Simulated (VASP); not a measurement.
A run of VASP 6.6.1 is set up as follows.

Contents of INCAR:

```
  PREC = Accurate
  ENCUT = 520
  EDIFF = 1E-7
  ISMEAR = -1
  SIGMA = 0.05
  LREAL = False
  LASPH = True
  NELM = 100
  ALGO = Normal
  ISIF = 2
  LWAVE = False
  LCHARG = False
  GGA = PS
  NBANDS = 25
```

The input KPOINTS:

```
Automatic mesh
0
Gamma
  7 7 9
```

The input POSCAR:

```
Ti
1.0
    4.4553297700      0.0000000000      0.0000000000
   -2.2276648850      3.8584287630      0.0000000000
    0.0000000000      0.0000000000      2.7644950495
Ti
3
Direct
    0.6666666667      0.3333333333      0.5000000000
    0.3333333333      0.6666666667      0.5000000000
    0.0000000000      0.0000000000      0.0000000000
```

Potentials or basis: VASP PAW PBE potentials, release 64 (Ti_sv).

Command:

```sh
$ cat potpaw_PBE.64/Ti_sv/POTCAR > POTCAR
$ mpirun -np 1 vasp_std > vasp.out
```

Task: Estimate the pressure.

Result: 4.7 GPa.

Task: Predict the band gap on the k mesh.

Result: Zero (bands 18 and 19 overlap by 0.33 eV).

Caveat: the cell stands under pressure; the PAW data sets were made with another functional, which shifts forces and pressure a little.
